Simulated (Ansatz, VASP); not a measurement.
**Si: VASP beside Ansatz**

The input INCAR:

```
SYSTEM = Si
  PREC = Accurate
  ENCUT = 600
  EDIFF = 1E-7
  ISMEAR = -1
  SIGMA = 0.05
  LREAL = .FALSE.
  LASPH = .TRUE.
  NELM = 60
  ALGO = Normal
  ISIF = 3
  LWAVE = .FALSE.
  LCHARG = .FALSE.
  GGA = PS
  IVDW = 12
  IBRION = 2
  NSW = 60
  EDIFFG = -0.01
```

File KPOINTS:

```
regular mesh
0
G
  11 11 11
  0 0 0
```

File POSCAR:

```
Si
1.0
   -2.3713723045      2.3713723045      1.3292653899
    2.3713723045     -2.3713723045      1.3292653899
    2.3713723045      2.3713723045     -1.3292653899
Si
2
Direct
    0.5000000000      0.5000000000      0.0000000000
    0.2500000000      0.7500000000      0.5000000000
```

File input.yaml:

```yaml
crystal:
  lattice:
    - [-2.3713723045, 2.3713723045, 1.3292653899]
    - [2.3713723045, -2.3713723045, 1.3292653899]
    - [2.3713723045, 2.3713723045, -1.3292653899]
  atoms:
    - { symbol: Si, position: [0.5, 0.5, 0.0] }
    - { symbol: Si, position: [0.25, 0.75, 0.5] }
hamiltonian:
  xc: pbesol
  pseudopotentials: { kind: paw }
  dispersion: d3bj
kpoints:
  mp_grid: { grid: [11, 11, 11] }
scf:
  occupations: { method: fermi_dirac, width: 0.05 }
output:
  forces: true
  stress: true
  eigenvalues: true
  write_density: true
  write_potential: true
  elf: true
  volumetric_format: npy
relax:
  f_tol: 0.01
  max_steps: 40
  cell: { stress_tol: 0.05 }
```

Alike in both runs: task relaxation of cell and atoms; functional PBEsol; dispersion D3(BJ); k mesh 11 × 11 × 11; occupations fermi-dirac, width 0.05 eV; no spin polarisation.

|  | VASP | Ansatz |
| --- | --- | --- |
| version | VASP 6.6.1 | Ansatz 0.2.0 |
| potentials or method | VASP PAW PBE potentials, release 64 (Si) | Ansatz PAW |
| plane-wave cutoff (eV) | 600 | 420 |
| valence electrons in the cell | 8 | 8 |

|  | VASP | Ansatz | Ansatz less VASP |
| --- | --- | --- | --- |
| gap on the k mesh at the Fermi level, each at its own relaxed structure (eV) | none | none | - |
| relaxed volume (Å³/atom) | 14.51 | 14.49 | -0.016 |
| relaxed cell length with the largest relative difference (Å) | 3.604 | 3.603 | -0.0010 |

VASP's potentials were made for PBE, not for PBEsol. A gap of «none» marks a metal or a gap that the smearing closes.

Noted on Ansatz's run: the plane-wave basis is chosen anew once the cell has moved, so the energies of steps on either side of that aren't comparable.
